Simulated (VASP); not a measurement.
# PbO2 (Fm-3m) in VASP: further runs, part 2 of 2

VASP 6.6.1. The steps go on from the part before.

## 3. Relaxation of cell and atoms, PBEsol, target pressure 5 GPa, at which the enthalpy is minimised

Contents of INCAR:

```
ALGO = Normal ; EDIFF = 1E-7
EDIFFG = -0.005 ; ENCUT = 600
GGA = PS ; IBRION = 2
ISIF = 3 ; ISMEAR = -1
LASPH = T ; LCHARG = F
LREAL = F ; LWAVE = F
NELM = 100 ; NSW = 80
PREC = Accurate ; PSTRESS = 50.0
SIGMA = 0.05
```

Contents of KPOINTS:

```
k-points
0
Gamma
  9 9 9
```

Contents of POSCAR:

```
PbO2
1.0
    0.0000000000      2.7019920000      2.7019920000
    2.7019920000      0.0000000000      2.7019920000
    2.7019920000      2.7019920000      0.0000000000
Pb O
1 2
Direct
    0.0000000000      0.0000000000      0.0000000000
    0.7500000000      0.7500000000      0.7500000000
    0.2500000000      0.2500000000      0.2500000000
```

Potentials or basis: VASP PAW PBE potentials, release 64 (Pb_d, O).

Launch:

```bash
$ cat potpaw_PBE.64/Pb_d/POTCAR potpaw_PBE.64/O/POTCAR > POTCAR
$ mpirun -np 1 vasp_std > vasp.out
```

OUTCAR:

```text
EDIFF = 1E-7
   EDIFFG = -0.005
   ENCUT = 600
   GGA = PS
   IBRION = 2
   ISIF = 3
   ISMEAR = -1
   LASPH = T
   LREAL = F
   NELM = 100
   NSW = 80
   PREC = Accurate
   PSTRESS = 50.0

 ion  position               nearest neighbor table
   1  0.000  0.000  0.000-   2 2.34   2 2.34   2 2.34   3 2.34   3 2.34   3 2.34   3 2.34   2 2.34

   2  0.750  0.750  0.750-   1 2.34   1 2.34   1 2.34   1 2.34
   3  0.250  0.250  0.250-   1 2.34   1 2.34   1 2.34   1 2.34

  LATTYP: Found a face centered cubic cell.
 ALAT       =     5.4039840000

  Lattice vectors:

 A1 = (   0.0000000000,   2.7019920000,   2.7019920000)
 A2 = (   2.7019920000,   0.0000000000,   2.7019920000)
 A3 = (   2.7019920000,   2.7019920000,   0.0000000000)

Analysis of symmetry for initial positions (statically):
=====================================================================
 Subroutine PRICEL returns:
 Original cell was already a primitive cell.

 Routine SETGRP: Setting up the symmetry group for a
 face centered cubic supercell.

 Subroutine GETGRP returns: Found 48 space group operations
[... 171 lines left out ...]
  FORCE on cell =-STRESS in cart. coord.  units (eV):
  Direction    XX          YY          ZZ          XY          YZ          ZX
  --------------------------------------------------------------------------------------
  -------------------------------------------------------------------------------------
  Total       -1.3733067     -1.3733067     -1.3733067      0.0000000      0.0000000      0.0000000
  in kB      -55.7693989    -55.7693989    -55.7693989      0.0000000      0.0000000      0.0000000
  external PRESSURE =    -105.7693989 kB  Pullay stress =      50.0000000 kB
[... 182 lines left out ...]
--------------------------------------- Ionic step        6  -------------------------------------------

 number of electron      26.0000006 magnetization

 Free energy of the ion-electron system (eV)
  ---------------------------------------------------
  ext. energy  EPLUGINS =         0.00000000
  ---------------------------------------------------
  free energy    TOTEN  =       -16.78615952 eV

  energy without entropy =      -16.78041822  energy(sigma->0) =      -16.78328887

 E-fermi :   6.4142     XC(G=0): -11.8057

 val. band max:        6.3640180109   @ k =  -0.3333   0.4444   0.2222
 cond. band min:       7.1692900419   @ k =  -0.1111   0.1111   0.0000
 fundamental gap:      0.8052720310
 Fermi energy:         6.4141898374

 k-point     1 :       0.0000    0.0000    0.0000
  band No.  band energies     occupation
      1     -12.6527      2.00000
      2      -9.3195      2.00000
      3      -9.3195      2.00000
      4      -9.3195      2.00000
      5      -9.3067      2.00000
      6      -8.9865      2.00000
[... 457 lines left out ...]
      4      -8.9916      2.00000
      5      -8.9916      2.00000
      6      -8.9048      2.00000
[... 9 lines left out ...]
     16      16.1045      0.00000
     17      17.7033      0.00000

 [... further k-points ...]

------------------------ aborting loop because EDIFF is reached ----------------------------------------

  FORCE on cell =-STRESS in cart. coord.  units (eV):
  Direction    XX          YY          ZZ          XY          YZ          ZX
  --------------------------------------------------------------------------------------
  -------------------------------------------------------------------------------------
  Total        1.1478082      1.1478082      1.1478082      0.0000000     -0.0000000      0.0000000
  in kB       49.9982860     49.9982860     49.9982860      0.0000000     -0.0000000      0.0000000
  external PRESSURE =      -0.0017140 kB  Pullay stress =      50.0000000 kB
[... 22 lines left out ...]
  energy  without entropy=      -16.7804182192  energy(sigma->0) =      -16.78328887

  enthalpy is  TOTEN    =       -15.6383119528 eV   P V=        1.1478475626

 reached required accuracy - stopping structural energy minimisation
```

OSZICAR:

```text
N       E                     dE             d eps       ncg     rms          rms(c)
DAV:   1     0.268471129127E+03    0.26847E+03   -0.15349E+04  1206   0.207E+03
DAV:   2     0.659241850122E+00   -0.26781E+03   -0.26112E+03  1448   0.469E+02
DAV:   3    -0.185842108071E+02   -0.19243E+02   -0.19053E+02  1358   0.137E+02
[... 56 lines left out ...]
DAV:   2    -0.167861757987E+02    0.10301E-03   -0.27507E-04  1504   0.292E-01    0.220E-02
DAV:   3    -0.167861587249E+02    0.17074E-04   -0.49788E-05  1507   0.202E-01    0.425E-03
DAV:   4    -0.167861587954E+02   -0.70484E-07   -0.50971E-06  1748   0.416E-02    0.143E-03
DAV:   5    -0.167861594818E+02   -0.68638E-06   -0.44779E-07  1326   0.669E-03    0.449E-04
DAV:   6    -0.167861595154E+02   -0.33608E-07   -0.32500E-08   615   0.529E-03
   6 F= -.15638312E+02 E0= -.15635441E+02  d E =-.203147E-04
```

CONTCAR:

```text
PbO2
   1.00000000000000
     0.0000000000000000    2.6395603717319829    2.6395603717319833
     2.6395603717319833   -0.0000000000000000    2.6395603717319833
     2.6395603717319833    2.6395603717319829   -0.0000000000000000
  Pb              O
     1     2
Direct
     1.0000000000000000    0.0000000000000000    0.0000000000000000
     0.7500000000000000    0.7500000000000000    0.7500000000000000
     0.2500000000000000    0.2500000000000000    0.2500000000000000

  0.00000000E+00  0.00000000E+00  0.00000000E+00
  0.00000000E+00  0.00000000E+00  0.00000000E+00
  0.00000000E+00  0.00000000E+00  0.00000000E+00
```

It took 52 s on 1 thread of Intel Xeon 6975P-C (Granite Rapids), shared host; peak memory 0.2 GiB.

What came out:

```
Free energy                                                : -16.7862 eV
Relaxed volume                                             : 12.26 Å³/atom
Relaxed cell                                               : a = 3.733 Å, b = 3.733 Å, c = 3.733 Å, α = 60.00°, β = 60.00°, γ = 60.00°
Space group after relaxing (to 0.1 Å)                      : Fm-3m (No. 225)
Energy change on relaxing (the run minimises the enthalpy) : -3.6 meV/atom
Ionic steps                                                : 6
Pressure after relaxing                                    : 5.0 GPa
Band gap on the k mesh                                     : zero (bands 13 and 14 overlap by 1.32 eV)
```

Step by step:
| step | energy change (eV) | largest force (eV/Å) | pressure (GPa) | volume (Å³) |
| --- | --- | --- | --- | --- |
| 1 | 0.0000 | 0.0000 | -5.58 | 39.45 |
| 2 | 0.1254 | 0.0000 | 16.58 | 34.70 |
| 3 | -0.0113 | 0.0000 | 4.93 | 36.80 |
| 4 | -0.0097 | 0.0000 | 5.18 | 36.74 |
| 5 | -0.0117 | 0.0000 | 4.86 | 36.81 |
| 6 | -0.0109 | 0.0000 | 5.00 | 36.78 |

Final structure:
```yaml
crystal:
  lattice:
    - [0.00000, 2.63956, 2.63956]
    - [2.63956, 0.00000, 2.63956]
    - [2.63956, 2.63956, 0.00000]
  atoms:
    - { symbol: Pb, position: [0.00000, 0.00000, 0.00000] }
    - { symbol: O, position: [0.75000, 0.75000, 0.75000] }
    - { symbol: O, position: [0.25000, 0.25000, 0.25000] }
```

Levels at points of the mesh, in eV from the Fermi level:
| k point | band 11 | band 12 | band 13 | band 14 | band 15 | band 16 |
| --- | --- | --- | --- | --- | --- | --- |
| (0.00, 0.00, 0.00) | -2.11 | -1.37 | -1.37 | -1.37 | 7.03 | 7.03 |

Caveat: the cell is relaxed towards a set pressure, so the run minimises the enthalpy, not the energy; the PAW data sets were made with another functional, which shifts forces and pressure a little; spin-orbit coupling is left out, which moves the levels of the heavy elements.

## 4. Relaxation of cell and atoms, PBEsol, target pressure 10 GPa, at which the enthalpy is minimised

Contents of INCAR:

```
PREC = Accurate ; ENCUT = 600
EDIFF = 1E-6 ; ISMEAR = -1
SIGMA = 0.05 ; LREAL = F
LASPH = T ; NELM = 60
ALGO = Normal ; ISIF = 3
LWAVE = F ; LCHARG = F
GGA = PS ; IBRION = 2
NSW = 80 ; EDIFFG = -0.005
PSTRESS = 100.0
```

Contents of KPOINTS:

```
Automatic mesh
0
Gamma
  9 9 9
```

POSCAR is that of step 3.

Potentials or basis: VASP PAW PBE potentials, release 64 (Pb_d, O).

Launch:

```bash
$ cat potpaw_PBE.64/Pb_d/POTCAR potpaw_PBE.64/O/POTCAR > POTCAR
$ mpirun -np 1 vasp_std > vasp.out
```

OUTCAR:

```text
PREC = Accurate
   ENCUT = 600
   EDIFF = 1E-6
   ISMEAR = -1
   LREAL = F
   LASPH = T
   NELM = 60
   ISIF = 3
   GGA = PS
   IBRION = 2
   NSW = 80
   EDIFFG = -0.005
   PSTRESS = 100.0

 ion  position               nearest neighbor table
   1  0.000  0.000  0.000-   2 2.34   2 2.34   2 2.34   3 2.34   3 2.34   3 2.34   3 2.34   2 2.34

   2  0.750  0.750  0.750-   1 2.34   1 2.34   1 2.34   1 2.34
   3  0.250  0.250  0.250-   1 2.34   1 2.34   1 2.34   1 2.34

  LATTYP: Found a face centered cubic cell.
 ALAT       =     5.4039840000

  Lattice vectors:

 A1 = (   0.0000000000,   2.7019920000,   2.7019920000)
 A2 = (   2.7019920000,   0.0000000000,   2.7019920000)
 A3 = (   2.7019920000,   2.7019920000,   0.0000000000)
[... 376 lines left out ...]
  ext. energy  EPLUGINS =         0.00000000
  ---------------------------------------------------
  free energy    TOTEN  =       -16.74084034 eV

  energy without entropy =      -16.73574596  energy(sigma->0) =      -16.73829315

 E-fermi :   6.8129     XC(G=0): -11.9554

 val. band max:        6.8022441411   @ k =   0.1111   0.1111   0.0000
 cond. band min:       7.6664610007   @ k =  -0.1111   0.1111   0.0000
 fundamental gap:      0.8642168596
 Fermi energy:         6.8129101011

 k-point     1 :       0.0000    0.0000    0.0000
  band No.  band energies     occupation
      1     -12.5222      2.00000
      2      -9.0026      2.00000
      3      -9.0026      2.00000
      4      -9.0026      2.00000
      5      -8.9846      2.00000
      6      -8.6302      2.00000
[... 457 lines left out ...]
      4      -8.6401      2.00000
      5      -8.6401      2.00000
      6      -8.5407      2.00000
[... 9 lines left out ...]
     16      16.5658      0.00000
     17      18.3505      0.00000

 [... further k-points ...]

------------------------ aborting loop because EDIFF is reached ----------------------------------------

  FORCE on cell =-STRESS in cart. coord.  units (eV):
  Direction    XX          YY          ZZ          XY          YZ          ZX
  --------------------------------------------------------------------------------------
  -------------------------------------------------------------------------------------
  Total        2.2323462      2.2323462      2.2323462     -0.0000000     -0.0000000      0.0000000
  in kB       99.8908833     99.8908833     99.8908833     -0.0000000     -0.0000000      0.0000000
  external PRESSURE =      -0.1091167 kB  Pullay stress =     100.0000000 kB
[... 22 lines left out ...]
  energy  without entropy=      -16.7357459585  energy(sigma->0) =      -16.73829315

  enthalpy is  TOTEN    =       -14.5060556466 eV   P V=        2.2347846936

 reached required accuracy - stopping structural energy minimisation
```

CONTCAR:

```text
PbO2
   1.00000000000000
     0.0000000000000000    2.6160061358611610    2.6160061358611610
     2.6160061358611610   -0.0000000000000000    2.6160061358611610
     2.6160061358611610    2.6160061358611610    0.0000000000000000
  Pb              O
     1     2
Direct
     1.0000000000000000    0.0000000000000000    0.0000000000000000
     0.7500000000000000    0.7500000000000000    0.7500000000000000
     0.2500000000000000    0.2500000000000000    0.2500000000000000

  0.00000000E+00  0.00000000E+00  0.00000000E+00
  0.00000000E+00  0.00000000E+00  0.00000000E+00
  0.00000000E+00  0.00000000E+00  0.00000000E+00
```

It took 52 s on 1 thread of Intel Xeon 6975P-C (Granite Rapids), shared host; peak memory 0.2 GiB.

What came out:

```yaml
Free_energy: -16.7408 eV
Relaxed_volume: 11.94 Å³/atom
Relaxed_cell: a = 3.700 Å, b = 3.700 Å, c = 3.700 Å, α = 60.00°, β = 60.00°, γ = 60.00°
Space_group_after_relaxing_to_0.1_Å: Fm-3m (No. 225)
Energy_change_on_relaxing_the_run_minimises_the_enthalpy: +11.5 meV/atom
Ionic_steps: 6
Pressure_after_relaxing: 10.0 GPa
Band_gap_on_the_k_mesh: zero (bands 13 and 14 overlap by 1.38 eV)
```

The path:
| step | energy change (eV) | largest force (eV/Å) | pressure (GPa) | volume (Å³) |
| --- | --- | --- | --- | --- |
| 1 | 0.0000 | 0.0000 | -5.59 | 39.45 |
| 2 | 0.4475 | 0.0000 | 33.31 | 32.59 |
| 3 | 0.0314 | 0.0000 | 9.73 | 35.85 |
| 4 | 0.0357 | 0.0000 | 10.10 | 35.79 |
| 5 | 0.0336 | 0.0000 | 9.93 | 35.82 |
| 6 | 0.0345 | 0.0000 | 9.99 | 35.81 |

Final structure:
```xyz
3
Lattice="0.0000 2.6160 2.6160 2.6160 0.0000 2.6160 2.6160 2.6160 0.0000" Properties=species:S:1:pos:R:3 pbc="T T T"
Pb    0.0000    2.6160    2.6160
O     3.9240    3.9240    3.9240
O     1.3080    1.3080    1.3080
```

Caveat: the cell is relaxed towards a set pressure, so the run minimises the enthalpy, not the energy; the PAW data sets were made with another functional, which shifts forces and pressure a little; spin-orbit coupling is left out, which moves the levels of the heavy elements.

## 5. The runs side by side

```tsv
cell	gap on the mesh (eV)	pressure (GPa)
relaxed	none	0.0
relaxed to 5 GPa	none	5.0
relaxed to 10 GPa	none	10.0
```

Alike in all rows: task relaxation of cell and atoms; level PBEsol; potentials or basis VASP PAW PBE potentials, release 64 (Pb_d, O); no spin polarisation; k mesh 9 × 9 × 9; cutoff (eV) 600; smearing fermi-dirac 0.05 eV.

Caveats: the PAW data sets were made with another functional, which shifts forces and pressure a little; spin-orbit coupling is left out, which moves the levels of the heavy elements; the cell is relaxed towards a set pressure, so the run minimises the enthalpy, not the energy (at least some runs).

Total energies depend on the potentials used, so only differences within one code and one set of settings carry meaning.

The gap in the log of VASP goes by the Fermi energy; the results here count the filled bands.